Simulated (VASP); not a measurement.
Input of a VASP 6.6.1 run:

INCAR

```
SYSTEM = AlRu
PREC = Accurate
ENCUT = 520
EDIFF = 1E-6
ISMEAR = 0
SIGMA = 0.02
LREAL = .False.
LASPH = .True.
NELM = 80
ALGO = Normal
ISIF = 2
LWAVE = .False.
LCHARG = .True.
LELF = .True.
LVHAR = .True.
NBANDS = 16
```

File KPOINTS:

```
regular mesh
0
Gamma
  6 6 6
  0 0 0
```

Contents of POSCAR:

```
AlRu
1.0
    2.9916000000      0.0000000000      0.0000000000
    0.0000000000      2.9916000000      0.0000000000
    0.0000000000      0.0000000000      2.9916000000
Al Ru
1 1
Direct
    0.0000000000      0.0000000000      0.0000000000
    0.5000000000      0.5000000000      0.5000000000
```

Potentials or basis: VASP PAW LDA potentials, release 64 (Al, Ru_pv).

The run is started by

```console
$ cat potpaw_LDA.64/Al/POTCAR potpaw_LDA.64/Ru_pv/POTCAR > POTCAR
$ mpirun -np 1 vasp_std > vasp.out
```

(1) What does it give for the pressure?

Results:

(1) -7.8 GPa.
